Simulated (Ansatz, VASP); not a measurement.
**Li2HfN2: VASP beside Ansatz**

The input INCAR:

```
ALGO     = Normal         # electronic algorithm
EDIFF    = 1E-7           # SCF threshold, eV
ENCUT    = 520            # plane-wave cutoff, eV
GGA      = CA             # functional
ISIF     = 2              # what is computed and relaxed
ISMEAR   = 0              # smearing method
LASPH    = T              # aspherical terms in the spheres
LCHARG   = F              # write CHGCAR
LREAL    = F              # projectors in reciprocal space
LWAVE    = F              # write WAVECAR
NBANDS   = 21             # bands
NELM     = 80             # most SCF steps
PREC     = Accurate       # precision mode
SIGMA    = 0.05           # smearing width, eV
```

KPOINTS

```
k-points
0
Gamma
  9 9 6
```

The input POSCAR:

```
Li2HfN2
1.0
    3.2371209533      0.0000000000      0.0000000000
   -1.6185604767      2.8034289807      0.0000000000
    0.0000000000      0.0000000000      5.4235951800
Li Hf N
2 1 2
Direct
    0.6666666667      0.3333333333      0.3827885700
    0.3333333333      0.6666666667      0.6172114300
   -0.1853498861      0.0000000000      0.0000000000
    0.6666666667      0.3333333333      0.7793848600
    0.3333333333      0.6666666667      0.2206151400
```

Input for Ansatz:

```yaml
crystal:
  lattice:
    - [3.2371209533, 0.0, 0.0]
    - [-1.6185604767, 2.8034289807, 0.0]
    - [0.0, 0.0, 5.42359518]
  atoms:
    - { symbol: Li, position: [0.6666666667, 0.3333333333, 0.38278857] }
    - { symbol: Li, position: [0.3333333333, 0.6666666667, 0.61721143] }
    - { symbol: Hf, position: [-0.1853498861, 0.0, 0.0] }
    - { symbol: "N", position: [0.6666666667, 0.3333333333, 0.77938486] }
    - { symbol: "N", position: [0.3333333333, 0.6666666667, 0.22061514] }
basis:
  ecutwfc: 420
kpoints:
  mp_grid: { grid: [9, 9, 6] }
hamiltonian:
  xc: lda
scf:
  occupations: { method: gaussian, width: 0.05 }
output:
  forces: true
  stress: true
  eigenvalues: true
```

Alike in both runs: task single point; functional LDA; k mesh 9 × 9 × 6; occupations gaussian, width 0.05 eV; no spin polarisation.

```csv
,VASP,Ansatz
version,VASP 6.6.1,Ansatz 0.2.0
potentials or method,"VASP PAW LDA potentials, release 64 (Li_sv, Hf_pv, N), cutoff 520 eV","scalar-relativistic, plane waves, PAW"
valence electrons in the cell,26,42
```

Ansatz gave:

| Quantity | Value |
| --- | --- |
| gap on the k mesh at the Fermi level (eV) | 3.28 |
| least direct gap on the mesh (eV) | 3.49 |
| rms of the force components (eV/Å) | 3.080 |

**Question.** Estimate VASP's values.

**Answer.** gap on the k mesh at the Fermi level (eV): 3.33; least direct gap on the mesh (eV): 3.53; rms of the force components (eV/Å): 3.133.

LDA's correlation is that of Perdew and Zunger in VASP and of Perdew and Wang (1992) in Ansatz. Atom by atom the forces differ by 0.056 eV/Å (rms over components). VASP's potentials hold 26 valence electrons a cell and Ansatz's 42, so a difference there can come from the potentials and not from the codes.

Neither program's run includes spin-orbit coupling. Noted on VASP's run: the cutoff is short for stress, so the pressure is rough.
